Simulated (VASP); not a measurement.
# VZn7Se8 (F-43m) in VASP: single point with PBEsol+U

Aim: the single point of VZn7Se8 with PBEsol+U.

Program: VASP 6.6.1. These are calculated values, not measurements. Logs are shortened: lines on timing, memory, paths and dates and some standing lists are left out, and cuts for length are marked.

## Step 1: The cell of the first run

The structure is cubic, space group F-43m (No. 216). Conventional cell: a = 11.335 Å, b = 11.335 Å, c = 11.335 Å, α = 90.00°, β = 90.00°, γ = 90.00°. Within 3.3 Å of V (site symmetry -43m) lie 4 Se at 2.49 Å. Zn (site symmetry 2mm) has 4 Se at 2.45 Å within 3.2 Å. Zn (site symmetry -43m) has 4 Se at 2.45 Å within 3.2 Å. Within 3.2 Å of Se (site symmetry 3m) lie 3 Zn at 2.45 Å and 1 V at 2.49 Å. Within 3.2 Å of Se (site symmetry 3m) lie 4 Zn at 2.45 Å.

## Step 2: Single point, PBEsol+U, collinear spin, ferromagnetic start

INCAR

```
SYSTEM = VZn7Se8
  ALGO = Normal
  EDIFF = 1E-7
  ENCUT = 520
  GGA = PS
  ISIF = 2
  ISMEAR = 0
  ISPIN = 2
  LASPH = .TRUE.
  LCHARG = .FALSE.
  LDAU = .TRUE.
  LDAUJ = 0 0 0
  LDAUL = 2 -1 -1
  LDAUPRINT = 1
  LDAUTYPE = 2
  LDAUU = 5 0 0
  LMAXMIX = 4
  LORBIT = 11
  LREAL = Auto
  LWAVE = .FALSE.
  MAGMOM = 3 0 0 0 0 0 0 0 0 0 0 0 0 0 0 0
  NBANDS = 90
  NELM = 150
  PREC = Accurate
  SIGMA = 0.05
```

KPOINTS

```
k-points
0
G
  3 3 3
  0 0 0
```

POSCAR

```
VZn7Se8
1.0
    0.0000000000      5.6676000000      5.6676000000
    5.6676000000      0.0000000000      5.6676000000
    5.6676000000      5.6676000000      0.0000000000
V Zn Se
1 7 8
Direct
    0.0000000000      1.0000000000      0.0000000000
    0.9992715414      0.9992715414      0.5007284586
    0.9992715414      0.5007284586      0.9992715414
    0.9992715414      0.5007284586      0.5007284586
    0.5007284586      0.9992715414      0.9992715414
    0.5007284586      0.9992715414      0.5007284586
    0.5007284586      0.5007284586      0.9992715414
    0.5000000000      0.5000000000      0.5000000000
    0.1269952428      0.1269952428      0.1269952428
    0.1269952428      0.1269952428      0.6190142715
    0.1269952428      0.6190142715      0.1269952428
    0.1253580918      0.6248806361      0.6248806361
    0.6190142715      0.1269952428      0.1269952428
    0.6248806361      0.1253580918      0.6248806361
    0.6248806361      0.6248806361      0.1253580918
    0.6248806361      0.6248806361      0.6248806361
```

Potentials or basis: VASP PAW PBE potentials, release 64 (V_sv, Zn, Se).

Run with:

```
cat potpaw_PBE.64/V_sv/POTCAR potpaw_PBE.64/Zn/POTCAR potpaw_PBE.64/Se/POTCAR > POTCAR
mpirun -np 1 vasp_std > vasp.out
```

OUTCAR:

```text
SYSTEM = VZn7Se8
   EDIFF = 1E-7
   ENCUT = 520
   GGA = PS
   ISIF = 2
   ISMEAR = 0
   ISPIN = 2
   LASPH = .TRUE.
   LORBIT = 11
   LREAL = Auto
   NELM = 150
   PREC = Accurate

 ion  position               nearest neighbor table
   1  0.000  0.000  0.000-   9 2.49  10 2.49  11 2.49  13 2.49
   2  0.999  0.999  0.501-  10 2.45   9 2.45  12 2.45  14 2.45
   3  0.999  0.501  0.999-  11 2.45   9 2.45  12 2.45  15 2.45
   4  0.999  0.501  0.501-  10 2.45  11 2.45  16 2.45  12 2.45
   5  0.501  0.999  0.999-  13 2.45   9 2.45  14 2.45  15 2.45
   6  0.501  0.999  0.501-  10 2.45  13 2.45  16 2.45  14 2.45
[... 8 lines left out ...]
  15  0.625  0.625  0.125-   3 2.45   5 2.45   7 2.45   8 2.45
  16  0.625  0.625  0.625-   4 2.45   6 2.45   7 2.45   8 2.45

  LATTYP: Found a face centered cubic cell.
 ALAT       =    11.3352000000

  Lattice vectors:

 A1 = (   0.0000000000,   5.6676000000,   5.6676000000)
 A2 = (   5.6676000000,   0.0000000000,   5.6676000000)
 A3 = (   5.6676000000,   5.6676000000,   0.0000000000)

Analysis of symmetry for initial positions (statically):
=====================================================================
 Subroutine PRICEL returns:
 Original cell was already a primitive cell.

 Routine SETGRP: Setting up the symmetry group for a
 face centered cubic supercell.

 Subroutine GETGRP returns: Found 24 space group operations
 (whereof 24 operations were pure point group operations)
 out of a pool of 48 trial point group operations.

The static configuration has the point symmetry T_d .

Analysis of symmetry for dynamics (positions and initial velocities):
=====================================================================
 Subroutine PRICEL returns:
 Original cell was already a primitive cell.

 Routine SETGRP: Setting up the symmetry group for a
 face centered cubic supercell.

 Subroutine GETGRP returns: Found 24 space group operations
 (whereof 24 operations were pure point group operations)
 out of a pool of 48 trial point group operations.

The dynamic configuration has the point symmetry T_d .

Analysis of structural, dynamic, and magnetic symmetry:
=====================================================================
 Subroutine PRICEL returns:
 Original cell was already a primitive cell.

 Routine SETGRP: Setting up the symmetry group for a
 face centered cubic supercell.

 Subroutine GETGRP returns: Found 24 space group operations
 (whereof 24 operations were pure point group operations)
 out of a pool of 48 trial point group operations.

The overall configuration has the point symmetry T_d .

 Subroutine INISYM returns: Found 24 space group operations
 (whereof 24 operations are pure point group operations),
 and found     1 'primitive' translations

----------------------------------------------------------------------------------------

                                     Primitive cell

  volume of cell :     364.1058

  direct lattice vectors                    reciprocal lattice vectors
     0.000000000  5.667600000  5.667600000    -0.088220764  0.088220764  0.088220764
     5.667600000  0.000000000  5.667600000     0.088220764 -0.088220764  0.088220764
     5.667600000  5.667600000  0.000000000     0.088220764  0.088220764 -0.088220764

  length of vectors
     8.015196786  8.015196786  8.015196786     0.152802845  0.152802845  0.152802845

  position of ions in fractional coordinates (direct lattice)
     0.000000000  0.000000000  0.000000000
     0.999271541  0.999271541  0.500728459
     0.999271541  0.500728459  0.999271541
     0.999271541  0.500728459  0.500728459
     0.500728459  0.999271541  0.999271541
     0.500728459  0.999271541  0.500728459
[... 8 lines left out ...]
     0.624880636  0.624880636  0.125358092
     0.624880636  0.624880636  0.624880636

[... 98 lines left out ...]
   GGA     = PS    functional components
   LHFCALC =     F    Hartree Fock is set to
   AEXX    =    0.0000 exact exchange contribution
   IVDW    =     0    specifies the selected vdW correction
   LEPSILON=     F    determine dielectric tensor
   LRPA    =     F    only Hartree local field effects (RPA)
 spin polarized calculation
 Gauss-broadening in eV      SIGMA  =   0.05
  energy-cutoff  :      520.00
  volume of cell :      364.11
 maximum number of plane-waves:      9841
   NGX = 29   NGY = 29   NGZ = 29

atom =   1  type =  1  l = 2

 onsite density matrix

spin component  1

  0.3588  0.0000  0.0000 -0.0000  0.0000
  0.0000  0.3588 -0.0000 -0.0000  0.0000
  0.0000 -0.0000  0.8759 -0.0000  0.0000
 -0.0000 -0.0000 -0.0000  0.3588 -0.0000
  0.0000  0.0000  0.0000 -0.0000  0.8759

spin component  2

  0.0634  0.0000  0.0000 -0.0000 -0.0000
  0.0000  0.0634  0.0000  0.0000 -0.0000
  0.0000  0.0000  0.0147  0.0000  0.0000
 -0.0000  0.0000  0.0000  0.0634  0.0000
 -0.0000 -0.0000  0.0000  0.0000  0.0147

 occupancies and eigenvectors

  o =  0.0147  v =  0.0000  0.0000  0.0000  0.0000  0.0000  0.0000  0.0000 -0.0168  0.0000  0.9999      0.0000  0.0000  0.0000  0.0000  0.0000  0.0000  0.0000  0.0000  0.0000  0.0000
  o =  0.0147  v =  0.0000  0.0000  0.0000  0.0000  0.0000  0.0000  0.0000 -0.9999 -0.0000 -0.0168      0.0000  0.0000  0.0000  0.0000  0.0000  0.0000  0.0000  0.0000  0.0000  0.0000
  o =  0.0634  v =  0.0000  0.0000  0.0000  0.0000  0.0000  0.0000 -0.9893  0.0000 -0.1458  0.0000      0.0000  0.0000  0.0000  0.0000  0.0000  0.0000  0.0000  0.0000  0.0000  0.0000
  o =  0.0634  v =  0.0000  0.0000  0.0000  0.0000  0.0000  0.0000 -0.1458 -0.0000  0.9893 -0.0000      0.0000  0.0000  0.0000  0.0000  0.0000  0.0000  0.0000  0.0000  0.0000  0.0000
  o =  0.0634  v =  0.0000  0.0000  0.0000  0.0000  0.0000  1.0000  0.0000  0.0000  0.0000  0.0000      0.0000  0.0000  0.0000  0.0000  0.0000  0.0000  0.0000  0.0000  0.0000  0.0000
  o =  0.3588  v =  1.0000  0.0000  0.0000  0.0000  0.0000  0.0000  0.0000  0.0000  0.0000  0.0000      0.0000  0.0000  0.0000  0.0000  0.0000  0.0000  0.0000  0.0000  0.0000  0.0000
  o =  0.3588  v =  0.0000 -0.7643 -0.0000  0.6449  0.0000  0.0000  0.0000  0.0000  0.0000  0.0000      0.0000  0.0000  0.0000  0.0000  0.0000  0.0000  0.0000  0.0000  0.0000  0.0000
  o =  0.3588  v =  0.0000  0.6449  0.0000  0.7643  0.0000  0.0000  0.0000  0.0000  0.0000  0.0000      0.0000  0.0000  0.0000  0.0000  0.0000  0.0000  0.0000  0.0000  0.0000  0.0000
  o =  0.8759  v =  0.0000 -0.0000  1.0000  0.0000  0.0000  0.0000  0.0000  0.0000  0.0000  0.0000      0.0000  0.0000  0.0000  0.0000  0.0000  0.0000  0.0000  0.0000  0.0000  0.0000
  o =  0.8759  v =  0.0000  0.0000 -0.0000 -0.0000  1.0000  0.0000  0.0000  0.0000  0.0000  0.0000      0.0000  0.0000  0.0000  0.0000  0.0000  0.0000  0.0000  0.0000  0.0000  0.0000

 number of electron     145.0000070 magnetization       2.9259264

 Free energy of the ion-electron system (eV)
  ---------------------------------------------------
  ext. energy  EPLUGINS =         0.00000000
  ---------------------------------------------------
  free energy    TOTEN  =       -57.58547388 eV

  energy without entropy =      -57.58293215  energy(sigma->0) =      -57.58420302

 E-fermi :   3.3508     XC(G=0):  -9.5623

 val. band max:        3.3005025631   @ k =  -0.3333   0.3333   0.0000
 cond. band min:       3.4846234928   @ k =  -0.3333   0.3333   0.0000
 fundamental gap:      0.1841209297
 Fermi energy:         3.3507512562

 spin component 1

 k-point     1 :       0.0000    0.0000    0.0000
  band No.  band energies     occupation
      1     -62.1712      1.00000
      2     -36.1716      1.00000
      3     -36.1716      1.00000
      4     -36.1716      1.00000
      5     -11.4884      1.00000
      6     -10.7031      1.00000
[... 337 lines left out ...]
     83       6.5569      0.00000
     84       6.6332      0.00000
 Fermi energy:         3.3507512562

 spin component 2

 k-point     1 :       0.0000    0.0000    0.0000
  band No.  band energies     occupation
      1     -59.6193      1.00000
      2     -33.6368      1.00000
      3     -33.6368      1.00000
      4     -33.6368      1.00000
      5     -11.4918      1.00000
      6     -10.7126      1.00000
[... 337 lines left out ...]
     83       6.8339      0.00000
     84       6.8382      0.00000
 [bands above 84 left out]

------------------------ aborting loop because EDIFF is reached ----------------------------------------

  FORCE on cell =-STRESS in cart. coord.  units (eV):
  Direction    XX          YY          ZZ          XY          YZ          ZX
  --------------------------------------------------------------------------------------
  -------------------------------------------------------------------------------------
  Total        1.1917705      1.1917705      1.1917705     -0.0000000     -0.0000000     -0.0000000
  in kB        5.2441564      5.2441564      5.2441564     -0.0000000     -0.0000000     -0.0000000
  external PRESSURE =       5.2441564 kB  Pullay stress =       0.0000000 kB

 VOLUME and BASIS-vectors are now :
 -----------------------------------------------------------------------------
  energy-cutoff  :      520.00
  volume of cell :      364.11
      direct lattice vectors                 reciprocal lattice vectors
     0.000000000  5.667600000  5.667600000    -0.088220764  0.088220764  0.088220764
     5.667600000  0.000000000  5.667600000     0.088220764 -0.088220764  0.088220764
     5.667600000  5.667600000  0.000000000     0.088220764  0.088220764 -0.088220764

 POSITION                                       TOTAL-FORCE (eV/Angst)
 -----------------------------------------------------------------------------------
      0.00000      0.00000      0.00000         0.000000      0.000000      0.000000
      8.50140      8.50140     11.32694         0.000000      0.000000     -0.003149
      8.50140     11.32694      8.50140         0.000000     -0.003149      0.000000
      5.67586      8.50140      8.50140         0.003149      0.000000      0.000000
     11.32694      8.50140      8.50140        -0.003149      0.000000      0.000000
      8.50140      5.67586      8.50140         0.000000      0.003149      0.000000
[... 8 lines left out ...]
      4.25205      4.25205      7.08315        -0.000649     -0.000649      0.000649
      7.08315      7.08315      7.08315         0.000649      0.000649      0.000649
 -----------------------------------------------------------------------------------
    total drift:                                0.000001      0.000001      0.000001

  FREE ENERGIE OF THE ION-ELECTRON SYSTEM (eV)
  ---------------------------------------------------
  free  energy   TOTEN  =       -57.5854738832 eV

  energy  without entropy=      -57.5829321507  energy(sigma->0) =      -57.58420302

 total charge

# of ion       s       p       d       tot
------------------------------------------
    1        2.226   6.140   3.026  11.392
    2        0.544   0.453   9.783  10.781
    3        0.544   0.453   9.783  10.781
    4        0.544   0.453   9.783  10.781
    5        0.544   0.453   9.783  10.781
    6        0.544   0.453   9.783  10.781
[... 8 lines left out ...]
   15        1.440   2.410   0.031   3.881
   16        1.440   2.410   0.031   3.881
--------------------------------------------------
tot         17.550  28.691  71.770 118.012

 magnetization (x)

# of ion       s       p       d       tot
------------------------------------------
    1        0.032   0.025   2.596   2.652
    2        0.009   0.003  -0.002   0.011
    3        0.009   0.003  -0.002   0.011
    4        0.009   0.003  -0.002   0.011
    5        0.009   0.003  -0.002   0.011
    6        0.009   0.003  -0.002   0.011
[... 8 lines left out ...]
   15        0.001  -0.000   0.000   0.000
   16        0.001  -0.000   0.000   0.000
--------------------------------------------------
tot          0.083  -0.187   2.622   2.518
```

It took 9.3 min on 1 thread of Intel Xeon Platinum 8259CL at 2.50GHz (Skylake/Cascade Lake), shared host; peak memory 0.75 GiB.

What came out:

| Item | Value |
| --- | --- |
| Free energy | -57.5855 eV |
| Pressure | 0.5 GPa |
| Largest force | 0.187 eV/Å |
| Net moment | 2.93 μB per cell |
| Site moments | V +2.65; Zn +0.01, -0.00 (each value once); Se -0.05, +0.00 (each value once) μB |
| Valence electrons inside the program's atomic spheres | V 11.39; Zn 10.78; Se 3.91, 3.88 (each value once) |

Forces on the atoms (eV/Å):
```
V    0.000  0.000  0.000
Zn   0.000  0.000 -0.003
Zn   0.000 -0.003  0.000
Zn   0.003  0.000  0.000
Zn  -0.003  0.000  0.000
Zn   0.000  0.003  0.000
Zn   0.000  0.000  0.003
Zn   0.000  0.000  0.000
Se   0.108  0.108  0.108
Se  -0.108 -0.108  0.108
Se  -0.108  0.108 -0.108
Se   0.001 -0.001 -0.001
Se   0.108 -0.108 -0.108
Se  -0.001  0.001 -0.001
Se  -0.001 -0.001  0.001
Se   0.001  0.001  0.001
```

Levels at points of the mesh, in eV from the Fermi level:
Spin up:
```tsv
k point	band 72	band 73	band 74	band 75	band 76	band 77
(0.00, 0.00, 0.00)	-1.85	-1.85	-0.33	0.28	0.28	0.28
```
Spin down:
| k point | band 69 | band 70 | band 71 | band 72 | band 73 | band 74 |
| --- | --- | --- | --- | --- | --- | --- |
| (0.00, 0.00, 0.00) | -1.76 | -1.76 | -1.76 | -0.28 | 0.85 | 0.85 |

Eigenvalues of the final occupation matrices:
```tsv
site	spin	trace	eigenvalues
site 1 d	1	2.83	0.36 0.36 0.36 0.88 0.88
site 1 d	2	0.22	0.01 0.01 0.06 0.06 0.06
```

Caveat: the PAW data sets were made with another functional, which shifts forces and pressure a little.
